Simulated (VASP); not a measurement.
Crystal: GdO.

```
Gd O
1.0
     0.00000    2.69613    2.69613
     2.69613    0.00000    2.69613
     2.69613    2.69613    0.00000
Gd O
1 1
Direct
  0.00000 0.00000 0.00000
  0.75000 0.75000 0.75000
```

Base run:

```yaml
Program: VASP 6.6.1
Functional: PBE
Potentials_or_basis: VASP PAW PBE potentials, release 64 (Gd, O)
Cutoff: 520 eV
k_mesh: 13 × 13 × 13
Occupations: fermi-dirac, width 0.08 eV
Spin: collinear spin, ferromagnetic start
Starting_moments: "[7.0, 0.0] μB"
```

Its results: pressure -0.1 GPa; net moment 7.54 μB per cell; site moments Gd +6.86; O -0.02 μB.

Question: The run is repeated on the same cell with these changes: functional from PBE to PBEsol. What comes out?

Answer: Pressure -3.9 GPa; net moment 7.48 μB per cell; site moments Gd +6.85; O -0.03 μB.

PBEsol binds more tightly than PBE, so the same cell stands under less pressure.

Caveats: a cell with one magnetic atom can't hold antiferromagnetic order, which such compounds often take; the cell stands under tension (at least some runs); the PAW data sets were made with another functional, which shifts forces and pressure a little (at least some runs).
